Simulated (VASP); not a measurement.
A run of VASP 6.6.1:

File INCAR:

```
PREC = Accurate ; ENCUT = 600
EDIFF = 1E-7 ; ISMEAR = 0
SIGMA = 0.1 ; LREAL = F
LASPH = T ; NELM = 120
ALGO = Normal ; ISIF = 3
LWAVE = F ; LCHARG = F
GGA = PS ; IBRION = 2
NSW = 100 ; EDIFFG = -0.05
GGA_COMPAT = F ; NELMIN = 4
```

File KPOINTS:

```
regular mesh
0
Gamma
  6 6 6
```

The input POSCAR:

```
Mo3N4
1.0
    4.0192176623      0.0000000000      0.0000000000
    0.0000000000      4.0192176623      0.0000000000
    0.0000000000      0.0000000000      4.0192176623
Mo N
3 4
Direct
    0.5000000000      0.5000000000      0.0000000000
    0.0000000000      0.5000000000      0.5000000000
    0.5000000000      0.0000000000      0.5000000000
    0.5000000000      0.5000000000      0.5000000000
    0.5000000000      0.0000000000      0.0000000000
    0.0000000000      0.5000000000      0.0000000000
    0.0000000000      0.0000000000      0.5000000000
```

Potentials or basis: VASP PAW PBE potentials, release 64 (Mo_sv, N).

Launch:

```console
$ cat potpaw_PBE.64/Mo_sv/POTCAR potpaw_PBE.64/N/POTCAR > POTCAR
$ mpirun -np 1 vasp_std > vasp.out
```

Hardware: 1 thread of Intel Xeon 8259CL (shared host).

How long does it take, and how much memory?

Run time: 4.1 min on 1 thread of Intel Xeon 8259CL, with other jobs on the host, peak memory 0.21 GiB. Counts: scf iterations 58, k points 20, ion steps 4.
